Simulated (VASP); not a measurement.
# TaCu3H6 (Fm-3m) in VASP: further runs

TaCu3H6 is run at these levels: PBE; tasks: single point, relaxation of cell and atoms.

All numbers are computed with VASP 6.6.1; they aren't measurements. Logs are shortened: lines on timing, memory, paths and dates and some standing lists are left out, and cuts for length are marked.

## Step 1: The cell of the first run

It takes space group Fm-3m (No. 225, cubic). Conventional cell: a = 7.018 Å, b = 7.018 Å, c = 7.018 Å, α = 90.00°, β = 90.00°, γ = 90.00°. Within 2.4 Å of Ta (site symmetry m-3m) lie 6 H at 1.83 Å. Cu (site symmetry -43m) has 12 H at 2.48 Å and 4 Ta at 3.04 Å and 4 Cu at 3.04 Å within 3.3 Å. Cu (site symmetry m-3m) has 6 H at 1.68 Å within 2.2 Å. H (site symmetry 4mm) has 1 Cu at 1.68 Å and 1 Ta at 1.83 Å within 2.2 Å.

The cell was generated, and may not be a known phase.

## Step 2: Single point, PBE

The input, INCAR:

```
SYSTEM = TaCu3H6
  PREC = Accurate
  ENCUT = 520
  EDIFF = 1E-6
  ISMEAR = 0
  SIGMA = 0.1
  LREAL = .False.
  LASPH = .True.
  NELM = 100
  ALGO = Normal
  ISIF = 2
  LWAVE = .False.
  LCHARG = .False.
  GGA = PE
  NBANDS = 36
```

The input, KPOINTS:

```
Automatic mesh
0
Gamma
  10 10 10
  0 0 0
```

The input, POSCAR:

```
TaCu3H6
1.0
    0.0000000000      3.5091817891      3.5091817891
    3.5091817891      0.0000000000      3.5091817891
    3.5091817891      3.5091817891      0.0000000000
Ta Cu H
1 3 6
Direct
    0.0000000000      0.0000000000      0.0000000000
    0.7500000000      0.7500000000      0.7500000000
    0.2500000000      0.2500000000      0.2500000000
    0.5000000000      0.5000000000      0.5000000000
    0.7388624383      0.2611375617      0.2611375617
    0.2611375617      0.2611375617      0.7388624383
    0.2611375617      0.7388624383      0.7388624383
    0.2611375617      0.7388624383      0.2611375617
    0.7388624383      0.2611375617      0.7388624383
    0.7388624383      0.7388624383      0.2611375617
```

Potentials or basis: VASP PAW PBE potentials, release 64 (Ta_pv, Cu, H).

Started as:

```sh
$ cat potpaw_PBE.64/Ta_pv/POTCAR potpaw_PBE.64/Cu/POTCAR potpaw_PBE.64/H/POTCAR > POTCAR
$ mpirun -np 1 vasp_std > vasp.out
```

OUTCAR:

```text
SYSTEM = TaCu3H6
   PREC = Accurate
   ENCUT = 520
   EDIFF = 1E-6
   ISMEAR = 0
   LREAL = .False.
   LASPH = .True.
   NELM = 100
   ISIF = 2
   GGA = PE

 ion  position               nearest neighbor table
   1  0.000  0.000  0.000-   5 1.83   6 1.83   7 1.83   8 1.83   9 1.83  10 1.83   2 3.04   2 3.04
                             2 3.04   3 3.04   2 3.04   3 3.04   3 3.04   3 3.04
   2  0.750  0.750  0.750-   1 3.04   1 3.04   1 3.04   1 3.04
   3  0.250  0.250  0.250-   1 3.04   1 3.04   1 3.04   1 3.04
   4  0.500  0.500  0.500-   5 1.68   6 1.68   7 1.68   8 1.68   9 1.68  10 1.68
   5  0.739  0.261  0.261-   4 1.68   1 1.83
   6  0.261  0.261  0.739-   4 1.68   1 1.83
   7  0.261  0.739  0.739-   4 1.68   1 1.83
   8  0.261  0.739  0.261-   4 1.68   1 1.83
   9  0.739  0.261  0.739-   4 1.68   1 1.83
  10  0.739  0.739  0.261-   4 1.68   1 1.83

  LATTYP: Found a face centered cubic cell.
 ALAT       =     7.0183635782

  Lattice vectors:

 A1 = (   0.0000000000,   3.5091817891,   3.5091817891)
 A2 = (   3.5091817891,   0.0000000000,   3.5091817891)
 A3 = (   3.5091817891,   3.5091817891,   0.0000000000)

Analysis of symmetry for initial positions (statically):
=====================================================================
 Subroutine PRICEL returns:
 Original cell was already a primitive cell.

 Routine SETGRP: Setting up the symmetry group for a
 face centered cubic supercell.

 Subroutine GETGRP returns: Found 48 space group operations
 (whereof 48 operations were pure point group operations)
 out of a pool of 48 trial point group operations.

The static configuration has the point symmetry O_h .

Analysis of symmetry for dynamics (positions and initial velocities):
=====================================================================
 Subroutine PRICEL returns:
 Original cell was already a primitive cell.

 Routine SETGRP: Setting up the symmetry group for a
 face centered cubic supercell.

 Subroutine GETGRP returns: Found 48 space group operations
 (whereof 48 operations were pure point group operations)
 out of a pool of 48 trial point group operations.

The dynamic configuration has the point symmetry O_h .

 Subroutine INISYM returns: Found 48 space group operations
 (whereof 48 operations are pure point group operations),
 and found     1 'primitive' translations

----------------------------------------------------------------------------------------

                                     Primitive cell

  volume of cell :      86.4266

  direct lattice vectors                    reciprocal lattice vectors
     0.000000000  3.509181789  3.509181789    -0.142483357  0.142483357  0.142483357
     3.509181789  0.000000000  3.509181789     0.142483357 -0.142483357  0.142483357
     3.509181789  3.509181789  0.000000000     0.142483357  0.142483357 -0.142483357

  length of vectors
     4.962732479  4.962732479  4.962732479     0.246788413  0.246788413  0.246788413

  position of ions in fractional coordinates (direct lattice)
     0.000000000  0.000000000  0.000000000
     0.750000000  0.750000000  0.750000000
     0.250000000  0.250000000  0.250000000
     0.500000000  0.500000000  0.500000000
     0.738862438  0.261137562  0.261137562
     0.261137562  0.261137562  0.738862438
     0.261137562  0.738862438  0.738862438
     0.261137562  0.738862438  0.261137562
     0.738862438  0.261137562  0.738862438
     0.738862438  0.738862438  0.261137562

  ion indices of the primitive-cell ions
   primitive index   ion index
                 1           1
                 2           2
                 3           3
                 4           4
                 5           5
                 6           6
                 7           7
                 8           8
                 9           9
                10          10

----------------------------------------------------------------------------------------

 KPOINTS: Automatic mesh

Automatic generation of k-mesh.
 Grid dimensions read from file:
 generate k-points for:   10   10   10

 Generating k-lattice:

  Cartesian coordinates                     Fractional coordinates (reciprocal lattice)
    -0.014248336  0.014248336  0.014248336     0.100000000  0.000000000  0.000000000
     0.014248336 -0.014248336  0.014248336     0.000000000  0.100000000  0.000000000
     0.014248336  0.014248336 -0.014248336     0.000000000  0.000000000  0.100000000

  Length of vectors
     0.024678841  0.024678841  0.024678841

  Shift w.r.t. Gamma in fractional coordinates (k-lattice)
     0.000000000  0.000000000  0.000000000

 Subroutine IBZKPT returns following result:
 ===========================================

 Found     47 irreducible k-points:

 Following reciprocal coordinates:
            Coordinates               Weight
  0.000000  0.000000  0.000000      1.000000
  0.100000  0.000000  0.000000      8.000000
  0.200000  0.000000  0.000000      8.000000
[... 73 lines left out ...]

 E-fermi :   4.1943     XC(G=0): -11.1017

 val. band max:        4.1797861325   @ k =  -0.3000   0.2000   0.0000
 cond. band min:       4.2015613396   @ k =  -0.1000   0.1000   0.0000
 fundamental gap:      0.0217752071
 Fermi energy:         4.1942915861

 k-point     1 :       0.0000    0.0000    0.0000
  band No.  band energies     occupation
      1     -30.2387      2.00000
      2     -30.2387      2.00000
      3     -30.2387      2.00000
      4      -5.9589      2.00000
      5      -1.8083      2.00000
      6      -1.8083      2.00000
[... 28 lines left out ...]
     35      10.9944      0.00000
     36      10.9944      0.00000

 k-point     2 :       0.1000    0.0000    0.0000
  band No.  band energies     occupation
      1     -30.2390      2.00000
      2     -30.2387      2.00000
      3     -30.2387      2.00000
      4      -5.8634      2.00000
      5      -1.7859      2.00000
      6      -1.7859      2.00000
[... 28 lines left out ...]
     35      11.0065      0.00000
     36      11.3544      0.00000

 k-point     3 :       0.2000    0.0000    0.0000
  band No.  band energies     occupation
      1     -30.2398      2.00000
      2     -30.2388      2.00000
      3     -30.2388      2.00000
      4      -5.5797      2.00000
      5      -1.7202      2.00000
      6      -1.7202      2.00000
[... 28 lines left out ...]
     35      10.9293      0.00000
     36      12.5797      0.00000

 k-point     4 :       0.3000    0.0000    0.0000
  band No.  band energies     occupation
      1     -30.2408      2.00000
      2     -30.2390      2.00000
      3     -30.2390      2.00000
      4      -5.1174      2.00000
      5      -1.9359      2.00000
      6      -1.6168      2.00000
[... 28 lines left out ...]
     35      11.6495      0.00000
     36      13.3374      0.00000

 k-point     5 :       0.4000    0.0000    0.0000
  band No.  band energies     occupation
      1     -30.2416      2.00000
      2     -30.2391      2.00000
      3     -30.2391      2.00000
      4      -4.4935      2.00000
      5      -2.8439      2.00000
      6      -1.4929      2.00000
[... 655 lines left out ...]
 k-point    22 :      -0.2000    0.2000    0.0000
  band No.  band energies     occupation
      1     -30.2406      2.00000
      2     -30.2395      2.00000
      3     -30.2389      2.00000
      4      -4.9852      2.00000
      5      -2.0756      2.00000
      6      -1.5762      2.00000
[... 28 lines left out ...]
     35      10.9850      0.00000
     36      12.4053      0.00000

 k-point    23 :       0.3000    0.3000    0.0000
  band No.  band energies     occupation
      1     -30.2406      2.00000
      2     -30.2394      2.00000
      3     -30.2394      2.00000
      4      -4.9389      2.00000
      5      -2.2262      2.00000
      6      -1.5703      2.00000
[... 28 lines left out ...]
     35      11.9527      0.00000
     36      12.1832      0.00000

 k-point    24 :       0.4000    0.3000    0.0000
  band No.  band energies     occupation
      1     -30.2410      2.00000
      2     -30.2396      2.00000
      3     -30.2395      2.00000
      4      -4.5914      2.00000
      5      -2.4579      2.00000
      6      -1.6214      2.00000
[... 28 lines left out ...]
     35      11.8828      0.00000
     36      12.7732      0.00000

 [... further k-points ...]

------------------------ aborting loop because EDIFF is reached ----------------------------------------

  FORCE on cell =-STRESS in cart. coord.  units (eV):
  Direction    XX          YY          ZZ          XY          YZ          ZX
  --------------------------------------------------------------------------------------
  -------------------------------------------------------------------------------------
  Total       -0.1564089     -0.1564089     -0.1564089     -0.0000000      0.0000000     -0.0000000
  in kB       -2.8995086     -2.8995086     -2.8995086     -0.0000000      0.0000000     -0.0000000
  external PRESSURE =      -2.8995086 kB  Pullay stress =       0.0000000 kB

 VOLUME and BASIS-vectors are now :
 -----------------------------------------------------------------------------
  energy-cutoff  :      520.00
  volume of cell :       86.43
      direct lattice vectors                 reciprocal lattice vectors
     0.000000000  3.509181789  3.509181789    -0.142483357  0.142483357  0.142483357
     3.509181789  0.000000000  3.509181789     0.142483357 -0.142483357  0.142483357
     3.509181789  3.509181789  0.000000000     0.142483357  0.142483357 -0.142483357

 POSITION                                       TOTAL-FORCE (eV/Angst)
 -----------------------------------------------------------------------------------
      0.00000      0.00000      0.00000         0.000000     -0.000000      0.000000
      5.26377      5.26377      5.26377        -0.000000     -0.000000      0.000000
      1.75459      1.75459      1.75459         0.000000     -0.000000      0.000000
      3.50918      3.50918      3.50918         0.000000      0.000000      0.000000
      1.83276      3.50918      3.50918        -0.017129      0.000000      0.000000
      3.50918      3.50918      1.83276         0.000000      0.000000     -0.017129
      5.18561      3.50918      3.50918         0.017129      0.000000      0.000000
      3.50918      1.83276      3.50918         0.000000     -0.017129      0.000000
      3.50918      5.18561      3.50918         0.000000      0.017129      0.000000
      3.50918      3.50918      5.18561         0.000000      0.000000      0.017129
 -----------------------------------------------------------------------------------
    total drift:                               -0.000000      0.000000      0.000000

  FREE ENERGIE OF THE ION-ELECTRON SYSTEM (eV)
  ---------------------------------------------------
  free  energy   TOTEN  =       -37.9281843706 eV

  energy  without entropy=      -37.9103998900  energy(sigma->0) =      -37.91929213
```

Run time: 2.2 min. Hardware: 1 thread of Intel Xeon 6975P-C (Granite Rapids), shared host; peak memory 0.31 GiB.

What came out:

```yaml
Free_energy: -37.9282 eV
Pressure: -0.3 GPa
Largest_force: 0.017 eV/Å
Band_gap_on_the_k_mesh: zero (bands 25 and 26 overlap by 0.79 eV)
```

Forces in eV/Å, atoms in the order of the input:
```
Ta   0.000  0.000  0.000
Cu   0.000  0.000  0.000
Cu   0.000  0.000  0.000
Cu   0.000  0.000  0.000
H   -0.017  0.000  0.000
H    0.000  0.000 -0.017
H    0.017  0.000  0.000
H    0.000 -0.017  0.000
H    0.000  0.017  0.000
H    0.000  0.000  0.017
```

Levels at points of the mesh, in eV from the Fermi level:
```
           k point  band 23  band 24  band 25  band 26  band 27  band 28
(0.00, 0.00, 0.00)    -1.06    -1.06    -0.55    -0.55    -0.55     1.91
(0.50, 0.00, 0.00)    -0.43     0.24     0.24     0.31     0.31     0.82
(0.50, 0.50, 0.00)    -1.65    -1.23    -1.17     0.99     0.99     2.11
```

Caveat: spin-orbit coupling is left out, which moves the levels of the heavy elements.

## Step 3: Relaxation of cell and atoms, PBE

This run uses another cell than the first one, of 8.61 Å³/atom.

The input, INCAR:

```
SYSTEM = TaCu3H6
ALGO = Normal
EDIFF = 1E-6
EDIFFG = -0.01
ENCUT = 600
GGA = PE
IBRION = 2
ISIF = 3
ISMEAR = 0
LASPH = .TRUE.
LCHARG = .FALSE.
LREAL = .FALSE.
LWAVE = .FALSE.
NELM = 100
NSW = 100
PREC = Accurate
SIGMA = 0.1
```

The input, KPOINTS:

```
k-points
0
G
  10 10 10
  0 0 0
```

The input, POSCAR:

```
TaCu3H6
1.0
    0.0000000000      3.5051098790      3.5051098790
    3.5051098790      0.0000000000      3.5051098790
    3.5051098790      3.5051098790      0.0000000000
Ta Cu H
1 3 6
Direct
    0.0000000000      0.0000000000      0.0000000000
    0.7500000000      0.7500000000      0.7500000000
    0.2500000000      0.2500000000      0.2500000000
    0.5000000000      0.5000000000      0.5000000000
    0.7381164347      0.2618835653      0.2618835653
    0.2618835653      0.2618835653      0.7381164347
    0.2618835653      0.7381164347      0.7381164347
    0.2618835653      0.7381164347      0.2618835653
    0.7381164347      0.2618835653      0.7381164347
    0.7381164347      0.7381164347      0.2618835653
```

Potentials or basis: VASP PAW PBE potentials, release 64 (Ta_pv, Cu, H).

Started as:

```sh
$ cat potpaw_PBE.64/Ta_pv/POTCAR potpaw_PBE.64/Cu/POTCAR potpaw_PBE.64/H/POTCAR > POTCAR
$ mpirun -np 1 vasp_std > vasp.out
```

Wall time 7.8 min (1 thread of Intel Xeon 6975P-C (Granite Rapids), shared host); peak memory 0.34 GiB.

Results (log left out):

```
Free energy                           : -37.9322 eV
Relaxed volume                        : 8.67 Å³/atom
Relaxed cell                          : a = 4.968 Å, b = 4.968 Å, c = 4.968 Å, α = 60.00°, β = 60.00°, γ = 60.00°
Space group after relaxing (to 0.1 Å) : Fm-3m (No. 225)
Energy gained by relaxing             : 0.3 meV/atom
Ionic steps                           : 5
Pressure after relaxing               : 0.0 GPa
Band gap on the k mesh                : zero (bands 25 and 26 overlap by 0.78 eV)
```

Step by step:
```csv
step,energy change (eV),largest force (eV/Å),pressure (GPa),volume (Å³)
1,0.0000,0.0907,0.36,86.13
2,-0.0021,0.0278,0.27,86.37
3,-0.0024,0.0027,0.20,86.48
4,-0.0024,0.0105,0.21,86.51
5,-0.0025,0.0014,0.00,86.69
```

Final structure:
```cif
data_structure
_symmetry_space_group_name_H-M 'P 1'
_symmetry_Int_Tables_number 1
_cell_length_a 4.9677
_cell_length_b 4.9677
_cell_length_c 4.9677
_cell_angle_alpha 60.000
_cell_angle_beta 60.000
_cell_angle_gamma 60.000
_cell_volume 86.69
loop_
_atom_site_label
_atom_site_type_symbol
_atom_site_fract_x
_atom_site_fract_y
_atom_site_fract_z
_atom_site_occupancy
Ta1 Ta 0.00000 0.00000 0.00000 1
Cu1 Cu 0.75000 0.75000 0.75000 1
Cu2 Cu 0.25000 0.25000 0.25000 1
Cu3 Cu 0.50000 0.50000 0.50000 1
H1 H 0.73908 0.26092 0.26092 1
H2 H 0.26092 0.26092 0.73908 1
H3 H 0.26092 0.73908 0.73908 1
H4 H 0.26092 0.73908 0.26092 1
H5 H 0.73908 0.26092 0.73908 1
H6 H 0.73908 0.73908 0.26092 1
```

Levels at points of the mesh, in eV from the Fermi level:
| k point | band 21 | band 22 | band 23 | band 24 | band 25 | band 26 | band 27 | band 28 | band 29 | band 30 |
| --- | --- | --- | --- | --- | --- | --- | --- | --- | --- | --- |
| (0.00, 0.00, 0.00) | -1.25 | -1.06 | -1.06 | -1.06 | -0.54 | -0.54 | -0.54 | 1.91 | 2.23 | 4.59 |
| (0.50, 0.00, 0.00) | -1.93 | -1.93 | -0.43 | 0.24 | 0.24 | 0.31 | 0.31 | 0.82 | 4.39 | 4.39 |
| (0.50, 0.50, 0.00) | -2.00 | -1.89 | -1.65 | -1.23 | -1.17 | 0.99 | 0.99 | 2.10 | 3.08 | 4.88 |

Caveat: spin-orbit coupling is left out, which moves the levels of the heavy elements.

## Step 4: Single point, PBE

This run uses another cell than the first one, of 11.30 Å³/atom.

The input, INCAR:

```
ALGO     = Normal         # electronic algorithm
EDIFF    = 1E-6           # SCF threshold, eV
ENCUT    = 520            # plane-wave cutoff, eV
GGA      = PE             # functional
ISIF     = 2              # what is computed and relaxed
ISMEAR   = 0              # smearing method
LASPH    = True           # aspherical terms in the spheres
LCHARG   = False          # write CHGCAR
LREAL    = False          # projectors in reciprocal space
LWAVE    = False          # write WAVECAR
NBANDS   = 36             # bands
NELM     = 100            # most SCF steps
PREC     = Accurate       # precision mode
SIGMA    = 0.1            # smearing width, eV
```

The input, KPOINTS:

```
k-points
0
Gamma
  4 4 4
```

The input, POSCAR:

```
TaCu3H6
1.0
    0.0000000000      3.8373529300      3.8373529300
    3.8373529300      0.0000000000      3.8373529300
    3.8373529300      3.8373529300      0.0000000000
Ta Cu H
1 3 6
Direct
    0.0000000000      0.0000000000      0.0000000000
    0.7500000000      0.7500000000      0.7500000000
    0.2500000000      0.2500000000      0.2500000000
    0.5000000000      0.5000000000      0.5000000000
    0.7835039900      0.2164960100      0.2164960100
    0.2164960100      0.2164960100      0.7835039900
    0.2164960100      0.7835039900      0.7835039900
    0.2164960100      0.7835039900      0.2164960100
    0.7835039900      0.2164960100      0.7835039900
    0.7835039900      0.7835039900      0.2164960100
```

Started as:

```sh
$ cat potpaw_PBE.64/Ta_pv/POTCAR potpaw_PBE.64/Cu/POTCAR potpaw_PBE.64/H/POTCAR > POTCAR
$ mpirun -np 1 vasp_std > vasp.out
```

Wall time 38 s (1 thread of Intel Xeon 6975P-C (Granite Rapids), shared host); peak memory 0.26 GiB.

Results (log left out):

```
Free energy            : -34.0268 eV
Pressure               : 1.4 GPa
Largest force          : 3.680 eV/Å
Band gap on the k mesh : zero (bands 25 and 26 overlap by 0.02 eV)
```

Forces on the atoms (eV/Å):
```
Ta   0.000  0.000  0.000
Cu   0.000  0.000  0.000
Cu   0.000  0.000  0.000
Cu   0.000  0.000  0.000
H    3.680  0.000  0.000
H    0.000  0.000  3.680
H   -3.680  0.000  0.000
H    0.000  3.680  0.000
H    0.000 -3.680  0.000
H    0.000  0.000 -3.680
```

Levels at points of the mesh, in eV from the Fermi level:
| k point | band 21 | band 22 | band 23 | band 24 | band 25 | band 26 | band 27 | band 28 | band 29 | band 30 |
| --- | --- | --- | --- | --- | --- | --- | --- | --- | --- | --- |
| (0.00, 0.00, 0.00) | -1.28 | -0.65 | -0.65 | -0.65 | -0.01 | -0.01 | -0.01 | 1.27 | 1.84 | 3.60 |
| (0.50, 0.00, 0.00) | -1.39 | -1.36 | -0.50 | -0.19 | -0.19 | 0.40 | 0.40 | 1.36 | 3.29 | 4.32 |
| (0.50, 0.50, 0.00) | -1.42 | -1.36 | -1.29 | -1.22 | -0.69 | 0.91 | 0.91 | 1.07 | 2.68 | 3.72 |

Caveat: spin-orbit coupling is left out, which moves the levels of the heavy elements; forces of over 1 eV/Å act on the atoms, so gaps and moduli don't describe the material at rest.

## Step 5: Summary

| task | cell | k mesh | cutoff (eV) | gap on the mesh (eV) | pressure (GPa) | largest force (eV/Å) |
| --- | --- | --- | --- | --- | --- | --- |
| single point | a = 4.963 Å, angles 60.0°, 10 atoms, atomic positions A | 10 × 10 × 10 | 520 | none | -0.3 | 0.02 |
| relaxation of cell and atoms | relaxed from a = 4.957 Å, angles 60.0°, 10 atoms, atomic positions B | 10 × 10 × 10 | 600 | none | 0.0 | - |
| single point | a = 5.427 Å, angles 60.0°, 10 atoms, atomic positions C | 4 × 4 × 4 | 520 | none | 1.4 | 3.68 |

Alike in all rows: level PBE; potentials or basis VASP PAW PBE potentials, release 64 (Ta_pv, Cu, H); no spin polarisation; smearing gaussian 0.1 eV.

Caveats: spin-orbit coupling is left out, which moves the levels of the heavy elements; forces of over 1 eV/Å act on the atoms, so gaps and moduli don't describe the material at rest (at least some runs).

Total energies depend on the potentials used, so only differences within one code and one set of settings carry meaning.

The gap in the log of VASP goes by the Fermi energy; the results here count the filled bands.